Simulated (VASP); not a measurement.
# Mg4O (Pm-3m) in VASP: further runs

Runs on Mg4O. Level: PBE. Tasks: single point, relaxation of cell and atoms.

Everything below comes from runs of VASP 6.6.1. Logs are shortened: lines on timing, memory, paths and dates and some standing lists are left out, and cuts for length are marked.

## 1. The cell of the first run

The structure is cubic, space group Pm-3m (No. 221). The conventional cell has a = 4.416 Å, b = 4.416 Å, c = 4.416 Å, α = 90.00°, β = 90.00°, γ = 90.00°. Mg (site symmetry 4/mmm) has 2 O at 2.21 Å within 2.9 Å. Mg (site symmetry m-3m) has 12 Mg at 3.12 Å and 8 O at 3.82 Å within 4.1 Å. O (site symmetry m-3m) has 6 Mg at 2.21 Å within 2.9 Å.

The cell was built from a structure type or drawn by symmetry, and may not be a known phase.

## 2. Single point, PBE, collinear spin, ferromagnetic start

Contents of INCAR:

```
SYSTEM = Mg4O
ALGO = Normal
EDIFF = 1E-6
ENCUT = 520
GGA = PE
ISIF = 2
ISMEAR = 0
ISPIN = 2
LASPH = .True.
LCHARG = .False.
LORBIT = 11
LREAL = .False.
LWAVE = .False.
MAGMOM = 0 0 0 0 1
NBANDS = 19
NELM = 150
PREC = Accurate
SIGMA = 0.1
```

Contents of KPOINTS:

```
k-points
0
Gamma
  4 4 4
  0 0 0
```

Contents of POSCAR:

```
Mg4O
1.0
    4.4157684563      0.0000000000      0.0000000000
    0.0000000000      4.4157684563      0.0000000000
    0.0000000000      0.0000000000      4.4157684563
Mg O
4 1
Direct
    0.5000000000      0.0000000000      0.0000000000
    0.0000000000      0.5000000000      0.0000000000
    0.0000000000      0.0000000000      0.5000000000
    0.5000000000      0.5000000000      0.5000000000
    0.0000000000      0.0000000000      0.0000000000
```

Potentials or basis: VASP PAW PBE potentials, release 64 (Mg, O).

The run is started by

```
$ cat potpaw_PBE.64/Mg/POTCAR potpaw_PBE.64/O/POTCAR > POTCAR
$ mpirun -np 1 vasp_std > vasp.out
```

OUTCAR:

```text
SYSTEM = Mg4O
   EDIFF = 1E-6
   ENCUT = 520
   GGA = PE
   ISIF = 2
   ISMEAR = 0
   ISPIN = 2
   LASPH = .True.
   LORBIT = 11
   LREAL = .False.
   NELM = 150
   PREC = Accurate

 ion  position               nearest neighbor table
   1  0.500  0.000  0.000-   5 2.21   5 2.21   4 3.12   2 3.12   3 3.12   4 3.12   2 3.12   4 3.12
                             4 3.12   2 3.12   3 3.12   3 3.12   3 3.12   2 3.12
   2  0.000  0.500  0.000-   5 2.21   5 2.21   4 3.12   1 3.12   3 3.12   4 3.12   1 3.12   3 3.12
                             3 3.12   3 3.12   1 3.12   4 3.12   4 3.12   1 3.12
   3  0.000  0.000  0.500-   5 2.21   5 2.21   4 3.12   1 3.12   1 3.12   2 3.12   2 3.12   2 3.12
                             4 3.12   2 3.12   1 3.12   4 3.12   1 3.12   4 3.12
   4  0.500  0.500  0.500-   1 3.12   2 3.12   3 3.12   1 3.12   2 3.12   1 3.12   3 3.12   1 3.12
                             2 3.12   3 3.12   2 3.12   3 3.12
   5  0.000  0.000  0.000-   1 2.21   2 2.21   3 2.21   3 2.21   2 2.21   1 2.21

  LATTYP: Found a simple cubic cell.
 ALAT       =     4.4157684563

  Lattice vectors:

 A1 = (   4.4157684563,   0.0000000000,   0.0000000000)
 A2 = (   0.0000000000,   4.4157684563,   0.0000000000)
 A3 = (   0.0000000000,   0.0000000000,   4.4157684563)

Analysis of symmetry for initial positions (statically):
=====================================================================
 Subroutine PRICEL returns:
 Original cell was already a primitive cell.

 Routine SETGRP: Setting up the symmetry group for a
 simple cubic supercell.

 Subroutine GETGRP returns: Found 48 space group operations
 (whereof 48 operations were pure point group operations)
 out of a pool of 48 trial point group operations.

The static configuration has the point symmetry O_h .

Analysis of symmetry for dynamics (positions and initial velocities):
=====================================================================
 Subroutine PRICEL returns:
 Original cell was already a primitive cell.

 Routine SETGRP: Setting up the symmetry group for a
 simple cubic supercell.

 Subroutine GETGRP returns: Found 48 space group operations
 (whereof 48 operations were pure point group operations)
 out of a pool of 48 trial point group operations.

The dynamic configuration has the point symmetry O_h .

Analysis of structural, dynamic, and magnetic symmetry:
=====================================================================
 Subroutine PRICEL returns:
 Original cell was already a primitive cell.

 Routine SETGRP: Setting up the symmetry group for a
 simple cubic supercell.

 Subroutine GETGRP returns: Found 48 space group operations
 (whereof 48 operations were pure point group operations)
 out of a pool of 48 trial point group operations.

The overall configuration has the point symmetry O_h .

 Subroutine INISYM returns: Found 48 space group operations
 (whereof 48 operations are pure point group operations),
 and found     1 'primitive' translations

----------------------------------------------------------------------------------------

                                     Primitive cell

  volume of cell :      86.1031

  direct lattice vectors                    reciprocal lattice vectors
     4.415768456  0.000000000  0.000000000     0.226461149  0.000000000  0.000000000
     0.000000000  4.415768456  0.000000000     0.000000000  0.226461149  0.000000000
     0.000000000  0.000000000  4.415768456     0.000000000  0.000000000  0.226461149

  length of vectors
     4.415768456  4.415768456  4.415768456     0.226461149  0.226461149  0.226461149

  position of ions in fractional coordinates (direct lattice)
     0.500000000  0.000000000  0.000000000
     0.000000000  0.500000000  0.000000000
     0.000000000  0.000000000  0.500000000
     0.500000000  0.500000000  0.500000000
     0.000000000  0.000000000  0.000000000

  ion indices of the primitive-cell ions
   primitive index   ion index
                 1           1
                 2           2
                 3           3
                 4           4
                 5           5

----------------------------------------------------------------------------------------

 KPOINTS: k-points

Automatic generation of k-mesh.
 Grid dimensions read from file:
 generate k-points for:    4    4    4

 Generating k-lattice:

  Cartesian coordinates                     Fractional coordinates (reciprocal lattice)
     0.056615287  0.000000000  0.000000000     0.250000000  0.000000000  0.000000000
     0.000000000  0.056615287  0.000000000     0.000000000  0.250000000  0.000000000
     0.000000000  0.000000000  0.056615287     0.000000000  0.000000000  0.250000000

  Length of vectors
     0.056615287  0.056615287  0.056615287

  Shift w.r.t. Gamma in fractional coordinates (k-lattice)
     0.000000000  0.000000000  0.000000000

 Subroutine IBZKPT returns following result:
 ===========================================

 Found     10 irreducible k-points:

 Following reciprocal coordinates:
            Coordinates               Weight
  0.000000  0.000000  0.000000      1.000000
  0.250000  0.000000  0.000000      6.000000
  0.500000  0.000000  0.000000      3.000000
  0.250000  0.250000  0.000000     12.000000
  0.500000  0.250000  0.000000     12.000000
  0.500000  0.500000  0.000000      3.000000
  0.250000  0.250000  0.250000      8.000000
  0.500000  0.250000  0.250000     12.000000
  0.500000  0.500000  0.250000      6.000000
  0.500000  0.500000  0.500000      1.000000
   k-points           NKPTS =     10   k-points in BZ     NKDIM =     10   number of bands    NBANDS=     19
   number of dos      NEDOS =    301   number of ions     NIONS =      5
   total plane-waves  NPLWV =  46656
   dimension x,y,z NGX =    36 NGY =   36 NGZ =   36
   dimension x,y,z NGXF=    72 NGYF=   72 NGZF=   72
   ions per type =               4   1
   NGX,Y,Z   is equivalent  to a cutoff of  13.55, 13.55, 13.55 a.u.
   NGXF,Y,Z  is equivalent  to a cutoff of  27.11, 27.11, 27.11 a.u.
 SYSTEM =  Mg4O
   PREC   = accura    normal or accurate (medium, high low for compatibility)
   ISTART =      0    job   : 0-new  1-cont  2-samecut
   ICHARG =      2    charge: 1-file 2-atom 10-const
   ISPIN  =      2    spin polarized calculation?
   LNONCOLLINEAR =      F non collinear calculations
   LSORBIT =      F    spin-orbit coupling
   LASPH  =      T    aspherical Exc in radial PAW
   ENCUT  =  520.0 eV  38.22 Ry    6.18 a.u.   8.21  8.21  8.21*2*pi/ulx,y,z
   NELM   =    150;   NELMIN=  2; NELMDL= -5     # of ELM steps
   EDIFF  = 0.1E-05   stopping-criterion for ELM
   LREAL  =      F    real-space projection
   EDIFFG = 0.1E-04   stopping-criterion for IOM
   NSW    =      0    number of steps for IOM
   IBRION =     -1    ionic relax: 0-MD 1-quasi-New 2-CG
   NFREE  =      0    steps in history (QN), initial steepest desc. (CG)
   ISIF   =      2    stress and relaxation
   ISYM   =      2    0-nonsym 1-usesym 2-fastsym
   POTIM  = 0.5000    time-step for ionic-motion
   TEBEG  =    0.0;   TEEND  =   0.0 temperature during run
   PSTRESS=    0.0 pullay stress
   NELECT =      14.0000    total number of electrons
   NUPDOWN=      -1.0000    fix difference up-down
   EMIN   =  10.00;   EMAX   =-10.00  energy-range for DOS
   EFERMI =   0.00;   METHOD = LEGACY
   ISMEAR =     0;   SIGMA  =   0.10  broadening in eV -4-tet -1-fermi 0-gaus
   EFERMI_NEDOS =   21; number of points for ismear=-14 and -15
   IALGO  =     38    algorithm
   IMIX   =      4    mixing-type and parameters
     AMIX     =   0.40;   BMIX     =  1.00
     AMIX_MAG =   1.60;   BMIX_MAG =  1.00
  volume/ion in A,a.u.               =      17.22       116.21
  Fermi-wavevector in a.u.,A,eV,Ry     =   0.893534  1.688535 10.862939  0.798404
  Thomas-Fermi vector in A             =   2.015624
   LORBIT       =     11    0 simple, 1 ext, 2 COOP (PROOUT), +10 PAW based schemes
   GGA     = PE    functional components
   LHFCALC =     F    Hartree Fock is set to
   AEXX    =    0.0000 exact exchange contribution
   IVDW    =     0    specifies the selected vdW correction
   LEPSILON=     F    determine dielectric tensor
   LRPA    =     F    only Hartree local field effects (RPA)
 spin polarized calculation
 Gauss-broadening in eV      SIGMA  =   0.10
  energy-cutoff  :      520.00
  volume of cell :       86.10
 maximum number of plane-waves:      2360
 NGX is ok and might be reduce to    36
   NGX = 17   NGY = 17   NGZ = 17

 number of electron      13.9999993 magnetization      -0.0117313

 number of electron      13.9999993 magnetization       0.0000023

 Free energy of the ion-electron system (eV)
  ---------------------------------------------------
  ext. energy  EPLUGINS =         0.00000000
  ---------------------------------------------------
  free energy    TOTEN  =       -15.13359915 eV

  energy without entropy =      -15.12995637  energy(sigma->0) =      -15.13177776

 E-fermi :   3.3756     XC(G=0):  -9.1490

 val. band max:        3.2942834158   @ k =   0.2500   0.2500   0.2500
 cond. band min:       4.0138026912   @ k =   0.5000   0.5000   0.2500
 fundamental gap:      0.7195192754
 Fermi energy:         3.3756380776

 spin component 1

 k-point     1 :       0.0000    0.0000    0.0000
  band No.  band energies     occupation
      1     -15.4998      1.00000
      2      -2.4910      1.00000
      3      -1.5920      1.00000
      4      -1.5920      1.00000
      5      -1.5920      1.00000
      6       4.3306      0.00000
[... 11 lines left out ...]
     18      13.6474      0.00000
     19      13.6478      0.00000

 k-point     2 :       0.2500    0.0000    0.0000
  band No.  band energies     occupation
      1     -15.4774      1.00000
      2      -2.8167      1.00000
      3      -1.5384      1.00000
      4      -1.5384      1.00000
      5      -1.0469      1.00000
      6       2.4031      1.00000
[... 168 lines left out ...]
 k-point    10 :       0.5000    0.5000    0.5000
  band No.  band energies     occupation
      1     -15.3727      1.00000
      2      -2.1008      1.00000
      3      -2.1008      1.00000
      4      -2.1008      1.00000
      5       1.7359      1.00000
      6       1.7359      1.00000
[... 11 lines left out ...]
     18      15.4859      0.00000
     19      15.4859      0.00000
 Fermi energy:         3.3756380776

 spin component 2

 k-point     1 :       0.0000    0.0000    0.0000
  band No.  band energies     occupation
      1     -15.4997      1.00000
      2      -2.4910      1.00000
      3      -1.5920      1.00000
      4      -1.5920      1.00000
      5      -1.5920      1.00000
      6       4.3306      0.00000
[... 11 lines left out ...]
     18      13.6475      0.00000
     19      13.6480      0.00000

 k-point     2 :       0.2500    0.0000    0.0000
  band No.  band energies     occupation
      1     -15.4774      1.00000
      2      -2.8167      1.00000
      3      -1.5384      1.00000
      4      -1.5384      1.00000
      5      -1.0468      1.00000
      6       2.4031      1.00000
[... 168 lines left out ...]
 k-point    10 :       0.5000    0.5000    0.5000
  band No.  band energies     occupation
      1     -15.3726      1.00000
      2      -2.1007      1.00000
      3      -2.1007      1.00000
      4      -2.1007      1.00000
      5       1.7359      1.00000
      6       1.7359      1.00000
[... 11 lines left out ...]
     18      15.4858      0.00000
     19      15.4858      0.00000

------------------------ aborting loop because EDIFF is reached ----------------------------------------

  FORCE on cell =-STRESS in cart. coord.  units (eV):
  Direction    XX          YY          ZZ          XY          YZ          ZX
  --------------------------------------------------------------------------------------
  -------------------------------------------------------------------------------------
  Total        0.0360514      0.0360514      0.0360514     -0.0000000      0.0000000     -0.0000000
  in kB        0.6708328      0.6708328      0.6708328     -0.0000000      0.0000000     -0.0000000
  external PRESSURE =       0.6708328 kB  Pullay stress =       0.0000000 kB

 VOLUME and BASIS-vectors are now :
 -----------------------------------------------------------------------------
  energy-cutoff  :      520.00
  volume of cell :       86.10
      direct lattice vectors                 reciprocal lattice vectors
     4.415768456  0.000000000  0.000000000     0.226461149  0.000000000  0.000000000
     0.000000000  4.415768456  0.000000000     0.000000000  0.226461149  0.000000000
     0.000000000  0.000000000  4.415768456     0.000000000  0.000000000  0.226461149

 POSITION                                       TOTAL-FORCE (eV/Angst)
 -----------------------------------------------------------------------------------
      2.20788      0.00000      0.00000         0.000000      0.000000      0.000000
      0.00000      2.20788      0.00000         0.000000      0.000000      0.000000
      0.00000      0.00000      2.20788         0.000000      0.000000      0.000000
      2.20788      2.20788      2.20788         0.000000      0.000000      0.000000
      0.00000      0.00000      0.00000         0.000000      0.000000      0.000000
 -----------------------------------------------------------------------------------
    total drift:                                0.000000     -0.000000     -0.000000

  FREE ENERGIE OF THE ION-ELECTRON SYSTEM (eV)
  ---------------------------------------------------
  free  energy   TOTEN  =       -15.1335991470 eV

  energy  without entropy=      -15.1299563717  energy(sigma->0) =      -15.13177776

 total charge

# of ion       s       p       d       tot
------------------------------------------
    1        0.174   0.135   0.030   0.339
    2        0.174   0.135   0.030   0.339
    3        0.174   0.135   0.030   0.339
    4        0.223   0.153   0.009   0.385
    5        1.575   3.422   0.000   4.998
--------------------------------------------------
tot          2.319   3.981   0.100   6.400

 magnetization (x)

# of ion       s       p       d       tot
------------------------------------------
    1       -0.000  -0.000  -0.000  -0.000
    2       -0.000  -0.000  -0.000  -0.000
    3       -0.000  -0.000  -0.000  -0.000
    4        0.000   0.000   0.000   0.000
    5        0.000   0.000   0.000   0.000
--------------------------------------------------
tot         -0.000   0.000  -0.000   0.000
```

Run time: 38 s. Hardware: 1 thread of Intel Xeon 8259CL, shared host; peak memory 0.24 GiB.

Results:

| Property | Result |
| --- | --- |
| Free energy | -15.1336 eV |
| Pressure | 0.1 GPa |
| Band gap on the k mesh | zero (filled and empty bands overlap) |
| Net moment | 0.00 μB per cell |
| Valence electrons inside the program's atomic spheres | Mg 0.34, 0.39 (each value once); O 5.00 |

Levels at points of the mesh, in eV from the Fermi level:
Spin up:
```
           k point  band 5  band 6  band 7  band 8  band 9  band 10
(0.00, 0.00, 0.00)   -4.97    0.95    0.95    1.73    1.73     1.73
(0.50, 0.00, 0.00)   -3.41   -2.62    1.65    1.65    2.15     3.89
(0.50, 0.50, 0.00)   -3.20   -1.01   -1.01   -0.26    3.31     3.31
(0.50, 0.50, 0.50)   -1.64   -1.64   -1.64   -1.00    1.89     1.89
```
Spin down:
| k point | band 4 | band 5 | band 6 | band 7 | band 8 | band 9 | band 10 | band 11 |
| --- | --- | --- | --- | --- | --- | --- | --- | --- |
| (0.00, 0.00, 0.00) | -4.97 | -4.97 | 0.95 | 0.95 | 1.73 | 1.73 | 1.73 | 5.71 |
| (0.50, 0.00, 0.00) | -4.86 | -3.41 | -2.62 | 1.65 | 1.65 | 2.15 | 3.89 | 4.14 |
| (0.50, 0.50, 0.00) | -4.78 | -3.20 | -1.01 | -1.01 | -0.26 | 3.31 | 3.31 | 3.47 |
| (0.50, 0.50, 0.50) | -5.48 | -1.64 | -1.64 | -1.64 | -1.00 | 1.89 | 1.89 | 1.89 |

## 3. Relaxation of cell and atoms, PBE

Contents of INCAR:

```
PREC = Accurate
ENCUT = 600
EDIFF = 1E-6
ISMEAR = 0
SIGMA = 0.1
LREAL = False
LASPH = True
NELM = 80
ALGO = Normal
ISIF = 3
LWAVE = False
LCHARG = False
GGA = PE
IBRION = 2
NSW = 100
EDIFFG = -0.01
```

Contents of KPOINTS:

```
Automatic mesh
0
Gamma
  8 8 8
```

POSCAR is that of step 2.

Potentials or basis: VASP PAW PBE potentials, release 64 (Mg, O).

The run is started by

```
$ cat potpaw_PBE.64/Mg/POTCAR potpaw_PBE.64/O/POTCAR > POTCAR
$ mpirun -np 1 vasp_std > vasp.out
```

Run time: 54 s. Hardware: 1 thread of Intel Xeon 8259CL, shared host; peak memory 0.23 GiB.

Results (log left out):

```
Free energy                           : -14.9293 eV
Relaxed volume                        : 17.27 Å³/atom
Relaxed cell                          : a = 4.420 Å, b = 4.420 Å, c = 4.420 Å, α = 90.00°, β = 90.00°, γ = 90.00°
Space group after relaxing (to 0.1 Å) : Pm-3m (No. 221)
Energy gained by relaxing             : 0.0 meV/atom
Ionic steps                           : 2
Pressure after relaxing               : 0.0 GPa
Band gap on the k mesh                : zero (bands 7 and 8 overlap by 2.66 eV)
```

Final structure:
```
CELL_PARAMETERS angstrom
4.41966 0.00000 0.00000
0.00000 4.41966 0.00000
0.00000 0.00000 4.41966
ATOMIC_POSITIONS crystal
Mg 0.50000 0.00000 0.00000
Mg 0.00000 0.50000 0.00000
Mg 0.00000 0.00000 0.50000
Mg 0.50000 0.50000 0.50000
O 0.00000 0.00000 0.00000
```

Levels at points of the mesh, in eV from the Fermi level:
```
           k point  band 5  band 6  band 7  band 8  band 9  band 10
(0.00, 0.00, 0.00)   -5.39    0.54    0.54    1.32    1.32     1.32
(0.50, 0.00, 0.00)   -3.82   -3.04    1.24    1.24    1.74     3.45
(0.50, 0.50, 0.00)   -3.60   -1.42   -1.42   -0.68    2.89     2.89
(0.50, 0.50, 0.50)   -2.05   -2.05   -2.05   -1.41    1.46     1.46
```
